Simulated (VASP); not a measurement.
A run of VASP 6.6.1:

The input INCAR:

```
SYSTEM = Zr
ALGO     = Normal         ! electronic algorithm
EDIFF    = 1E-6           ! SCF threshold, eV
ENCUT    = 520            ! plane-wave cutoff, eV
GGA      = PE             ! functional
ISIF     = 2              ! what is computed and relaxed
ISMEAR   = -1             ! smearing method
LASPH    = .TRUE.         ! aspherical terms in the spheres
LCHARG   = .FALSE.        ! write CHGCAR
LREAL    = .FALSE.        ! projectors in reciprocal space
LWAVE    = .FALSE.        ! write WAVECAR
NBANDS   = 19             ! bands
NELM     = 100            ! most SCF steps
PREC     = Accurate       ! precision mode
SIGMA    = 0.08           ! smearing width, eV
```

Contents of KPOINTS:

```
k-points
0
G
  13 13 7
  0 0 0
```

File POSCAR:

```
Zr
1.0
    3.2211887832      0.0000000000      0.0000000000
   -1.6105943915      2.7896313165      0.0000000000
    0.0000000000      0.0000000000      5.1297858246
Zr
2
Direct
    0.3333333333      0.6666666667      0.2500000000
    0.6666666667      0.3333333333      0.7500000000
```

Potentials or basis: VASP PAW PBE potentials, release 64 (Zr_sv).

The run is started by

```console
$ cat potpaw_PBE.64/Zr_sv/POTCAR > POTCAR
$ mpirun -np 1 vasp_std > vasp.out
```

Hardware: 1 thread of Intel(R) Xeon(R) Platinum 8559C (Emerald Rapids), on a shared host.

Problem. Estimate the wall time of this run.

Solution. Wall time 20 s on 1 thread of Intel(R) Xeon(R) Platinum 8559C (Emerald Rapids) (shared host), peak memory 0.19 GiB. Counts: scf iterations 11, k points 84.
